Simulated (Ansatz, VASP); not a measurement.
Two plane-wave programs on LiBr

File INCAR:

```
  PREC = Accurate
  ENCUT = 750
  EDIFF = 1E-6
  ISMEAR = 0
  SIGMA = 0.01
  LREAL = False
  LASPH = True
  NELM = 120
  ALGO = Normal
  ISIF = 2
  LWAVE = False
  LCHARG = False
  GGA = PE
  NBANDS = 12
  GGA_COMPAT = False
```

KPOINTS

```
regular mesh
0
Gamma
  8 8 8
```

POSCAR

```
LiBr
1.0
    0.0000000000      2.7395650384      2.7395650384
    2.7395650384      0.0000000000      2.7395650384
    2.7395650384      2.7395650384      0.0000000000
Li Br
1 1
Direct
    0.0000000000      0.0000000000      0.0000000000
    0.5000000000      0.5000000000      0.5000000000
```

Input for Ansatz:

```yaml
crystal:
  lattice:
    - [0.0, 2.7395650384, 2.7395650384]
    - [2.7395650384, 0.0, 2.7395650384]
    - [2.7395650384, 2.7395650384, 0.0]
  atoms:
    - { symbol: Li, position: [0.0, 0.0, 0.0] }
    - { symbol: Br, position: [0.5, 0.5, 0.5] }
kpoints:
  mp_grid: { grid: [8, 8, 8] }
  band_path:
    path:
      - [0.0, 0.0, 0.0]
      - [0.5, 0.0, 0.5]
      - [0.625, 0.25, 0.625]
      - [0.375, 0.375, 0.75]
      - [0.5, 0.5, 0.5]
      - [0.5, 0.25, 0.75]
      - [-0.083333, 0.0, 0.083333]
    npoints: 1
hamiltonian:
  xc: pbe
scf:
  occupations: { method: fixed }
  n_extra_bands: 4
output:
  forces: true
  stress: true
  eigenvalues: true
```

Alike in both runs: task single point; functional PBE; k mesh 8 × 8 × 8; no spin polarisation.

|  | VASP | Ansatz |
| --- | --- | --- |
| version | VASP 6.6.1 | Ansatz 0.2.0 |
| potentials or method | VASP PAW PBE potentials, release 64 (Li_sv, Br) | plane waves, PAW |
| plane-wave cutoff (eV) | 750 | 420 |
| occupations | gaussian, width 0.01 eV | fixed |
| valence electrons in the cell | 10 | 10 |

Ansatz gave:

| Item | Value |
| --- | --- |
| gap on the k mesh at the Fermi level (eV) | 4.99 |
| pressure (GPa) | 0.5 |

What did VASP give for the same quantities?

gap on the k mesh at the Fermi level (eV): 4.99; pressure (GPa): 0.4.
